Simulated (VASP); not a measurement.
A run of VASP 6.6.1 is set up as follows.

The input INCAR:

```
SYSTEM = Ti
PREC = Accurate ; ENCUT = 400
EDIFF = 1E-8 ; ISMEAR = -1
SIGMA = 0.08 ; LREAL = .False.
LASPH = .True. ; NELM = 120
ALGO = Normal ; ISIF = 2
LWAVE = .False. ; LCHARG = .False.
GGA = PS ; LEFG = .True.
NBANDS = 12 ; GGA_COMPAT = .False.
```

Contents of KPOINTS:

```
regular mesh
0
Gamma
  17 17 17
  0 0 0
```

POSCAR

```
Ti
1.0
   -1.6245900000      1.6410000000      1.6410000000
    1.6410000000     -1.6245900000      1.6410000000
    1.6410000000      1.6410000000     -1.6245900000
Ti
1
Direct
    0.0000000000      0.0000000000      0.0000000000
```

Potentials or basis: VASP PAW PBE potentials, release 64 (Ti_sv).

The run is started by

```sh
$ cat potpaw_PBE.64/Ti_sv/POTCAR > POTCAR
$ mpirun -np 1 vasp_std > vasp.out
```

What does it give for the band gap on the k mesh?

Zero (band 6 reaches 8.72 eV, above the bottom of band 7 at 7.16 eV).

Predict the pressure.

-7.3 GPa.

Electric field gradients, principal values (V/Å²):
```csv
atom,least,middle,greatest (by size)
1 Ti,2.073,2.073,-4.145
```

Caveat: the cell differs from its parent crystal (equal xy, yz and zx shear strains of +1 %); without QUAD_EFG the Cq values of the log hold for a quadrupole moment of 1 mb, not for the nuclei; the PAW data sets were made with another functional, which shifts forces and pressure a little.
